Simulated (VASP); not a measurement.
# Ir (Fm-3m) in VASP: a series of runs

Ir is run at these levels: PBE; tasks: single point.

Everything below comes from runs of VASP 6.6.1. Logs are shortened: lines on timing, memory, paths and dates and some standing lists are left out, and cuts for length are marked.

### 1 The cell of the first run

It takes space group Fm-3m (No. 225, cubic). Conventional cell: a = 3.793 Å, b = 3.793 Å, c = 3.793 Å, α = 90.00°, β = 90.00°, γ = 90.00°. Ir (site symmetry m-3m) has 12 Ir at 2.68 Å within 3.5 Å.

### 2 Single point, PBE (equal strain along all axes, cell held: -2.0 %)

INCAR

```
SYSTEM = Ir
  PREC = Accurate
  ENCUT = 520
  EDIFF = 1E-6
  ISMEAR = 0
  SIGMA = 0.1
  LREAL = .FALSE.
  LASPH = .TRUE.
  NELM = 80
  ALGO = Fast
  ISIF = 2
  LWAVE = .FALSE.
  LCHARG = .TRUE.
  GGA = PE
  LELF = .TRUE.
  LVHAR = .TRUE.
  NBANDS = 16
```

KPOINTS

```
regular mesh
0
G
  18 18 14
  0 0 0
```

POSCAR

```
Ir
1.0
    1.8966197838      1.8966197838      0.0000000000
   -1.8966197838      1.8966197838      0.0000000000
    0.0000000000      0.0000000000      3.7932395676
Ir
2
Direct
    0.0000000000      0.0000000000      0.0000000000
    0.5000000000      0.5000000000      0.5000000000
```

Potentials or basis: VASP PAW PBE potentials, release 64 (Ir).

The run is started by

```
cat potpaw_PBE.64/Ir/POTCAR > POTCAR
mpirun -np 1 vasp_std > vasp.out
```

OUTCAR:

```text
SYSTEM = Ir
   PREC = Accurate
   ENCUT = 520
   EDIFF = 1E-6
   ISMEAR = 0
   LREAL = .FALSE.
   LASPH = .TRUE.
   NELM = 80
   ISIF = 2
   GGA = PE

 ion  position               nearest neighbor table
   1  0.000  0.000  0.000-   2 2.68   2 2.68   2 2.68   2 2.68   2 2.68   2 2.68   2 2.68   2 2.68

   2  0.500  0.500  0.500-   1 2.68   1 2.68   1 2.68   1 2.68   1 2.68   1 2.68   1 2.68   1 2.68

  LATTYP: Found a simple tetragonal cell.
 ALAT       =     2.6822254209
 C/A-ratio  =     1.4142135624

  Lattice vectors:

 A1 = (   1.8966197838,   1.8966197838,   0.0000000000)
 A2 = (  -1.8966197838,   1.8966197838,   0.0000000000)
 A3 = (   0.0000000000,   0.0000000000,   3.7932395676)

Analysis of symmetry for initial positions (statically):
=====================================================================
 Subroutine PRICEL returns following result:

  LATTYP: Found a face centered cubic cell.
 ALAT       =     3.7932395676

  Lattice vectors:

 A1 = (   0.0000000000,  -1.8966197838,  -1.8966197838)
 A2 = (   1.8966197838,   0.0000000000,  -1.8966197838)
 A3 = (   1.8966197838,  -1.8966197838,   0.0000000000)

   2 primitive cells build up your supercell.

 Routine SETGRP: Setting up the symmetry group for a
 simple tetragonal supercell.

 Subroutine GETGRP returns: Found 16 space group operations
 (whereof 16 operations were pure point group operations)
 out of a pool of 16 trial point group operations.

The static configuration has the point symmetry D_4h.

Analysis of symmetry for dynamics (positions and initial velocities):
=====================================================================
 Subroutine PRICEL returns following result:

  LATTYP: Found a face centered cubic cell.
 ALAT       =     3.7932395676

  Lattice vectors:

 A1 = (   0.0000000000,  -1.8966197838,  -1.8966197838)
 A2 = (   1.8966197838,   0.0000000000,  -1.8966197838)
 A3 = (   1.8966197838,  -1.8966197838,   0.0000000000)

   2 primitive cells build up your supercell.

 Routine SETGRP: Setting up the symmetry group for a
 simple tetragonal supercell.

 Subroutine GETGRP returns: Found 16 space group operations
 (whereof 16 operations were pure point group operations)
 out of a pool of 16 trial point group operations.

The dynamic configuration has the point symmetry D_4h.

 Subroutine INISYM returns: Found 16 space group operations
 (whereof 16 operations are pure point group operations),
 and found     2 'primitive' translations

----------------------------------------------------------------------------------------

                                     Primitive cell

  volume of cell :      13.6449

  direct lattice vectors                    reciprocal lattice vectors
     0.000000000 -1.896619784 -1.896619784    -0.263626903 -0.263626903 -0.263626903
     1.896619784  0.000000000 -1.896619784     0.263626903  0.263626903 -0.263626903
     1.896619784 -1.896619784  0.000000000     0.263626903 -0.263626903  0.263626903

  length of vectors
     2.682225421  2.682225421  2.682225421     0.456615190  0.456615190  0.456615190

  position of ions in fractional coordinates (direct lattice)
     0.000000000  0.000000000  0.000000000

  ion indices of the primitive-cell ions
   primitive index   ion index
                 1           1

----------------------------------------------------------------------------------------

 KPOINTS: regular mesh

Automatic generation of k-mesh.
 Grid dimensions read from file:
 generate k-points for:   18   18   14

 Generating k-lattice:

  Cartesian coordinates                     Fractional coordinates (reciprocal lattice)
     0.014645939  0.014645939  0.000000000     0.055555556  0.000000000  0.000000000
    -0.014645939  0.014645939  0.000000000     0.000000000  0.055555556  0.000000000
     0.000000000  0.000000000  0.018830493     0.000000000  0.000000000  0.071428571

  Length of vectors
     0.020712486  0.020712486  0.018830493

  Shift w.r.t. Gamma in fractional coordinates (k-lattice)
     0.000000000  0.000000000  0.000000000

 Subroutine IBZKPT returns following result:
 ===========================================

 Found    440 irreducible k-points:

 Following reciprocal coordinates:
            Coordinates               Weight
  0.000000  0.000000  0.000000      1.000000
  0.055556  0.000000  0.000000      4.000000
  0.111111  0.000000  0.000000      4.000000
  0.166667  0.000000  0.000000      4.000000
  0.222222  0.000000  0.000000      4.000000
  0.277778  0.000000  0.000000      4.000000
[... 16 lines left out ...]
  0.277778  0.111111  0.000000      8.000000
  0.333333  0.111111  0.000000      8.000000
 [... further k-points ...]
   k-points           NKPTS =    440   k-points in BZ     NKDIM =    440   number of bands    NBANDS=     16
   number of dos      NEDOS =    301   number of ions     NIONS =      2
   total plane-waves  NPLWV =  11200
   dimension x,y,z NGX =    20 NGY =   20 NGZ =   28
   dimension x,y,z NGXF=    40 NGYF=   40 NGZF=   56
   ions per type =               2
   NGX,Y,Z   is equivalent  to a cutoff of  12.40, 12.40, 12.27 a.u.
   NGXF,Y,Z  is equivalent  to a cutoff of  24.79, 24.79, 24.54 a.u.
 SYSTEM =  Ir
   PREC   = accura    normal or accurate (medium, high low for compatibility)
   ISTART =      0    job   : 0-new  1-cont  2-samecut
   ICHARG =      2    charge: 1-file 2-atom 10-const
   ISPIN  =      1    spin polarized calculation?
   LNONCOLLINEAR =      F non collinear calculations
   LSORBIT =      F    spin-orbit coupling
   LASPH  =      T    aspherical Exc in radial PAW
   ENCUT  =  520.0 eV  38.22 Ry    6.18 a.u.   4.99  4.99  7.05*2*pi/ulx,y,z
   NELM   =     80;   NELMIN=  2; NELMDL= -5     # of ELM steps
   EDIFF  = 0.1E-05   stopping-criterion for ELM
   LREAL  =      F    real-space projection
   EDIFFG = 0.1E-04   stopping-criterion for IOM
   NSW    =      0    number of steps for IOM
   IBRION =     -1    ionic relax: 0-MD 1-quasi-New 2-CG
   NFREE  =      0    steps in history (QN), initial steepest desc. (CG)
   ISIF   =      2    stress and relaxation
   ISYM   =      2    0-nonsym 1-usesym 2-fastsym
   POTIM  = 0.5000    time-step for ionic-motion
   TEBEG  =    0.0;   TEEND  =   0.0 temperature during run
   PSTRESS=    0.0 pullay stress
   NELECT =      18.0000    total number of electrons
   NUPDOWN=      -1.0000    fix difference up-down
   EMIN   =  10.00;   EMAX   =-10.00  energy-range for DOS
   EFERMI =   0.00;   METHOD = LEGACY
   ISMEAR =     0;   SIGMA  =   0.10  broadening in eV -4-tet -1-fermi 0-gaus
   EFERMI_NEDOS =   21; number of points for ismear=-14 and -15
   IALGO  =     68    algorithm
   IMIX   =      4    mixing-type and parameters
     AMIX     =   0.40;   BMIX     =  1.00
     AMIX_MAG =   1.60;   BMIX_MAG =  1.00
  volume/ion in A,a.u.               =      13.64        92.08
  Fermi-wavevector in a.u.,A,eV,Ry     =   1.425056  2.692966 27.630518  2.030786
  Thomas-Fermi vector in A             =   2.545481
   LORBIT       =      0    0 simple, 1 ext, 2 COOP (PROOUT), +10 PAW based schemes
   GGA     = PE    functional components
   LHFCALC =     F    Hartree Fock is set to
   AEXX    =    0.0000 exact exchange contribution
   IVDW    =     0    specifies the selected vdW correction
   LEPSILON=     F    determine dielectric tensor
   LRPA    =     F    only Hartree local field effects (RPA)
 non-spin polarized calculation
 RMM-DIIS sequential band-by-band and
 Gauss-broadening in eV      SIGMA  =   0.10
  energy-cutoff  :      520.00
  volume of cell :       27.29
 maximum number of plane-waves:       760
 NGX is ok and might be reduce to    20
   NGX =  9   NGY =  9   NGZ = 15

 number of electron      17.9999999 magnetization

 Free energy of the ion-electron system (eV)
  ---------------------------------------------------
  ext. energy  EPLUGINS =         0.00000000
  ---------------------------------------------------
  free energy    TOTEN  =       -17.57516746 eV

  energy without entropy =      -17.56688417  energy(sigma->0) =      -17.57102582

 E-fermi :  11.0543     XC(G=0): -14.2045

 val. band max:       11.0491467143   @ k =   0.1111   0.0000   0.1429
 cond. band min:      11.0564282482   @ k =   0.5000   0.3889   0.1429
 fundamental gap:      0.0072815340
 Fermi energy:        11.0542844332

 k-point     1 :       0.0000    0.0000    0.0000
  band No.  band energies     occupation
      1      -0.4682      2.00000
      2       2.7035      2.00000
      3       3.2976      2.00000
      4       6.9380      2.00000
      5       6.9419      2.00000
      6       6.9419      2.00000
[... 8 lines left out ...]
     15      22.9306      0.00000
     16      25.2915      0.00000

 k-point     2 :       0.0556    0.0000    0.0000
  band No.  band energies     occupation
      1      -0.3725      2.00000
      2       2.7769      2.00000
      3       3.3656      2.00000
      4       6.8828      2.00000
      5       6.9796      2.00000
      6       6.9916      2.00000
[... 8 lines left out ...]
     15      23.2030      0.00000
     16      25.4613      0.00000

 k-point     3 :       0.1111    0.0000    0.0000
  band No.  band energies     occupation
      1      -0.0911      2.00000
      2       2.9732      2.00000
      3       3.5817      2.00000
      4       6.7185      2.00000
      5       7.0920      2.00000
      6       7.1379      2.00000
[... 8 lines left out ...]
     15      23.8710      0.00000
     16      25.9486      0.00000

 k-point     4 :       0.1667    0.0000    0.0000
  band No.  band energies     occupation
      1       0.3590      2.00000
      2       3.2405      2.00000
      3       3.9600      2.00000
      4       6.4833      2.00000
      5       7.2769      2.00000
      6       7.3263      2.00000
[... 8 lines left out ...]
     15      24.9214      0.00000
     16      26.6900      0.00000

 k-point     5 :       0.2222    0.0000    0.0000
  band No.  band energies     occupation
      1       0.9506      2.00000
      2       3.5471      2.00000
      3       4.4645      2.00000
      4       6.2216      2.00000
      5       7.4628      2.00000
      6       7.5309      2.00000
[... 8 lines left out ...]
     15      26.2300      0.00000
     16      27.5775      0.00000

 k-point     6 :       0.2778    0.0000    0.0000
  band No.  band energies     occupation
      1       1.6477      2.00000
      2       3.8849      2.00000
      3       4.9999      2.00000
      4       5.9774      2.00000
      5       7.4508      2.00000
      6       7.6289      2.00000
[... 8 lines left out ...]
     15      26.7217      0.00000
     16      27.7188      0.00000

 k-point     7 :       0.3333    0.0000    0.0000
  band No.  band energies     occupation
      1       2.4062      2.00000
      2       4.2367      2.00000
      3       5.4501      2.00000
      4       5.7883      2.00000
      5       6.9724      2.00000
      6       7.2693      2.00000
[... 8 lines left out ...]
     15      25.9201      0.00000
     16      28.9308      0.00000

 k-point     8 :       0.3889    0.0000    0.0000
  band No.  band energies     occupation
      1       3.1726      2.00000
      2       4.5450      2.00000
      3       5.6839      2.00000
      4       5.7388      2.00000
      5       6.4493      2.00000
      6       6.9629      2.00000
[... 8 lines left out ...]
     15      25.0392      0.00000
     16      28.4363      0.00000

 k-point     9 :       0.4444    0.0000    0.0000
  band No.  band energies     occupation
      1       3.8778      2.00000
      2       4.6619      2.00000
      3       5.6858      2.00000
      4       5.9377      2.00000
      5       6.0616      2.00000
      6       6.5910      2.00000
[... 8 lines left out ...]
     15      24.4294      0.00000
     16      27.3077      0.00000
[... 172 lines left out ...]
 k-point    19 :       0.5000    0.0556    0.0000
  band No.  band energies     occupation
      1       4.5054      2.00000
      2       4.5054      2.00000
      3       5.6868      2.00000
      4       5.6868      2.00000
      5       6.0682      2.00000
      6       6.0682      2.00000
[... 8 lines left out ...]
     15      25.8664      0.00000
     16      25.8664      0.00000

 k-point    20 :       0.1111    0.1111    0.0000
  band No.  band energies     occupation
      1       0.2780      2.00000
      2       3.2722      2.00000
      3       3.8289      2.00000
      4       6.3797      2.00000
      5       7.3724      2.00000
      6       7.3762      2.00000
[... 8 lines left out ...]
     15      24.3340      0.00000
     16      26.5977      0.00000

 k-point    21 :       0.1667    0.1111    0.0000
  band No.  band energies     occupation
      1       0.7158      2.00000
      2       3.5599      2.00000
      3       4.1725      2.00000
      4       6.1085      2.00000
      5       7.5986      2.00000
      6       7.6161      2.00000
[... 8 lines left out ...]
     15      24.6653      0.00000
     16      27.3338      0.00000

 k-point    22 :       0.2222    0.1111    0.0000
  band No.  band energies     occupation
      1       1.2859      2.00000
      2       3.8732      2.00000
      3       4.6371      2.00000
      4       5.8298      2.00000
      5       7.7014      2.00000
      6       7.7307      2.00000
[... 8 lines left out ...]
     15      25.3327      0.00000
     16      28.1458      0.00000

 k-point    23 :       0.2778    0.1111    0.0000
  band No.  band energies     occupation
      1       1.9492      2.00000
      2       4.2148      2.00000
      3       5.0954      2.00000
      4       5.5777      2.00000
      5       7.0334      2.00000
      6       7.5052      2.00000
[... 8 lines left out ...]
     15      26.2887      0.00000
     16      27.2656      0.00000

 k-point    24 :       0.3333    0.1111    0.0000
  band No.  band energies     occupation
      1       2.6612      2.00000
      2       4.5898      2.00000
      3       5.3816      2.00000
      4       5.3833      2.00000
      5       6.4379      2.00000
      6       7.1462      2.00000
[... 8 lines left out ...]
     15      26.3645      0.00000
     16      27.2783      0.00000

 [... further k-points ...]
[... 5 lines left out ...]
  --------------------------------------------------------------------------------------
  -------------------------------------------------------------------------------------
  Total        4.3182537      4.3182537      4.3422031      0.0000000     -0.0000000      0.0000000
  in kB      253.5233200    253.5233200    254.9293820      0.0000000     -0.0000000      0.0000000
  external PRESSURE =     253.9920073 kB  Pullay stress =       0.0000000 kB

 VOLUME and BASIS-vectors are now :
 -----------------------------------------------------------------------------
  energy-cutoff  :      520.00
  volume of cell :       27.29
      direct lattice vectors                 reciprocal lattice vectors
     1.896619784  1.896619784  0.000000000     0.263626903  0.263626903  0.000000000
    -1.896619784  1.896619784  0.000000000    -0.263626903  0.263626903  0.000000000
     0.000000000  0.000000000  3.793239568     0.000000000  0.000000000  0.263626903

 POSITION                                       TOTAL-FORCE (eV/Angst)
 -----------------------------------------------------------------------------------
      0.00000      0.00000      0.00000        -0.000000      0.000000     -0.000000
      0.00000      1.89662      1.89662         0.000000     -0.000000      0.000000
 -----------------------------------------------------------------------------------
    total drift:                               -0.000000      0.000000      0.000000

  FREE ENERGIE OF THE ION-ELECTRON SYSTEM (eV)
  ---------------------------------------------------
  free  energy   TOTEN  =       -17.5751674612 eV

  energy  without entropy=      -17.5668841738  energy(sigma->0) =      -17.57102582
```

Wall time 4.2 min (1 thread of Intel Xeon 8259CL, shared host); peak memory 0.27 GiB.

What came out:

```
Free energy            : -17.5752 eV
Pressure               : 25.4 GPa
Band gap on the k mesh : zero (bands 9 and 10 overlap by 3.57 eV)
```

Caveat: the cell differs from its parent crystal (equal strain along all axes, cell held: -2.0 %); the cell stands under pressure; spin-orbit coupling is left out, which moves the levels of the heavy elements.

[end of part 1 of 2]
